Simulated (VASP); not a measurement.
A run of VASP 6.6.1 is set up as follows.

File INCAR:

```
SYSTEM = AlN
  PREC = Accurate
  ENCUT = 600
  EDIFF = 1E-6
  ISMEAR = 0
  SIGMA = 0.01
  LREAL = .False.
  LASPH = .True.
  NELM = 120
  ALGO = Normal
  ISIF = 2
  LWAVE = .False.
  LCHARG = .True.
  GGA = PE
  LELF = .True.
  LVHAR = .True.
  NBANDS = 11
  GGA_COMPAT = .False.
```

Contents of KPOINTS:

```
Automatic mesh
0
Gamma
  8 8 8
  0 0 0
```

File POSCAR:

```
AlN
1.0
    0.0000000000      2.0076176473      2.0076176473
    2.0076176473      0.0000000000      2.0076176473
    2.0076176473      2.0076176473      0.0000000000
Al N
1 1
Direct
    0.0000000000      0.0000000000      0.0000000000
    0.5000000000      0.5000000000      0.5000000000
```

Potentials or basis: VASP PAW PBE potentials, release 64 (Al, N).

Run with:

```sh
$ cat potpaw_PBE.64/Al/POTCAR potpaw_PBE.64/N/POTCAR > POTCAR
$ mpirun -np 1 vasp_std > vasp.out
```

(1) Predict the pressure.

(2) Predict the band gap on the k mesh.

Results:

(1) 10.8 GPa.

(2) 4.81 eV, indirect (least direct gap 5.98 eV).
